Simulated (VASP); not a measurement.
## CaB: relaxation of cell and atoms with PBE

CaB:

```
Ca B
1.0
     3.99589   -0.03855   -0.02887
     2.05545   -6.02686   -0.04035
     0.04307   -0.02592   -6.00093
Ca B
4 4
Direct
  0.44924 0.10461 0.75620
  0.55457 0.88798 0.25450
  0.72924 0.54848 0.74701
  0.28861 0.45352 0.24473
  0.09818 0.81270 0.93728
  0.90483 0.19609 0.44462
  0.90257 0.19036 0.05797
  0.09311 0.80193 0.55821
```

```yaml
Program: VASP 6.6.1
Task: relaxation of cell and atoms
Functional: PBE
Potentials_or_basis: VASP PAW PBE potentials, release 64 (Ca_sv, B)
Cutoff: 600 eV
k_mesh: 5 × 3 × 3, shifted
Occupations: fermi-dirac, width 0.1 eV
Spin: no spin polarisation
Target_pressure: 5 GPa
Dipole_correction: no
Further_INCAR_settings: ALGO = Normal; EDIFF = 1e-06; IBRION = 2; EDIFFG = -0.01; NSW = 80; ISIF = 3
```

The relaxed volume is 18.47 Å³/atom and the relaxed cell is a = 3.641 Å, b = 7.141 Å, c = 5.877 Å, α = 89.97°, β = 90.02°, γ = 75.28°. The space group after relaxing (to 0.05 Å) is Cmcm (No. 63), the energy change on relaxing (the enthalpy is what falls) is -598.7 meV/atom and the ionic steps are 62. The pressure after relaxing is 5.0 GPa, the largest force after relaxing is 0.010 eV/Å and the band gap on the k mesh is zero (band 26 reaches 3.59 eV, above the bottom of band 27 at 3.34 eV).

Forces in eV/Å, atoms in the order of the input:
```
Ca   0.000  0.003 -0.008
Ca   0.001 -0.006  0.007
Ca  -0.002  0.008 -0.001
Ca   0.002 -0.008  0.001
B    0.000  0.003 -0.004
B    0.001  0.000  0.005
B    0.000 -0.001 -0.004
B    0.000  0.002  0.003
```

The path:
```
step  energy change (eV)  largest force (eV/Å)  pressure (GPa)  volume (Å³)
   1              0.0000                2.4425           -0.97       144.03
   3             -0.5334                1.6875           26.94       109.66
   5             -1.1930                1.9444           17.50       116.08
   7             -1.6205                1.1930           18.83       116.73
   9             -3.0164                0.7055            2.77       136.02
  11             -3.0026                0.6937            3.97       134.03
  13             -3.2783                1.4609            4.69       133.51
  15             -3.3278                2.0406            5.29       133.29
  17             -3.3540                2.3154            5.81       133.19
  19             -3.3874                2.3783            6.61       133.52
  21             -3.4534                1.5725            5.85       133.57
  23             -3.6372                0.5384            4.10       135.33
  25             -3.6359                0.4068            5.19       133.87
  27             -3.6133                0.3584            5.99       132.86
  29             -3.6991                0.2539            5.12       133.81
  31             -3.7250                0.4842            4.64       134.35
  33             -3.8054                0.4542            4.60       134.28
  35             -3.8150                0.6041            4.65       134.21
  37             -3.8756                0.7406            7.40       132.27
  39             -4.1563                0.6321            6.13       136.76
  41             -4.2085                0.7971            5.93       138.13
  43             -4.6472                0.8028            4.05       146.25
  45             -4.7204                0.4240            5.23       146.28
  47             -4.7476                0.2069            5.49       146.69
  49             -4.7959                0.0815            4.86       148.09
  51             -4.7958                0.0693            4.99       148.04
  53             -4.7944                0.0888            5.00       147.98
  55             -4.7932                0.0294            4.98       147.92
  57             -4.7900                0.0510            5.03       147.81
  59             -4.7905                0.0202            5.00       147.82
  61             -4.7906                0.0163            4.98       147.83
  62             -4.7895                0.0096            4.99       147.79
```

Final structure:
```cif
data_structure
_symmetry_space_group_name_H-M 'P 1'
_symmetry_Int_Tables_number 1
_cell_length_a 3.6408
_cell_length_b 7.1413
_cell_length_c 5.8771
_cell_angle_alpha 89.973
_cell_angle_beta 90.017
_cell_angle_gamma 75.280
_cell_volume 147.79
loop_
_atom_site_label
_atom_site_type_symbol
_atom_site_fract_x
_atom_site_fract_y
_atom_site_fract_z
_atom_site_occupancy
Ca1 Ca 0.41693 0.17194 0.74970 1
Ca2 Ca 0.58814 0.82695 0.25041 1
Ca3 Ca 0.67850 0.64932 0.75030 1
Ca4 Ca 0.32666 0.34955 0.24984 1
B1 B 0.03682 0.93134 0.88909 1
B2 B 0.96826 0.06768 0.38907 1
B3 B 0.96826 0.06761 0.11100 1
B4 B 0.03677 0.93127 0.61110 1
```

Levels at points of the mesh, in eV from the Fermi level:
```csv
k point,band 24,band 25,band 26,band 27,band 28,band 29
"(0.00, 0.00, 0.50)",-1.59,-1.19,-1.18,0.78,0.78,1.66
```

Run time: 43 min on 1 thread of Intel(R) Xeon(R) Platinum 8559C (Emerald Rapids), on a shared host, peak memory 0.36 GiB.

Caveat: the cell is relaxed towards a set pressure, so the enthalpy falls and the energy may rise.
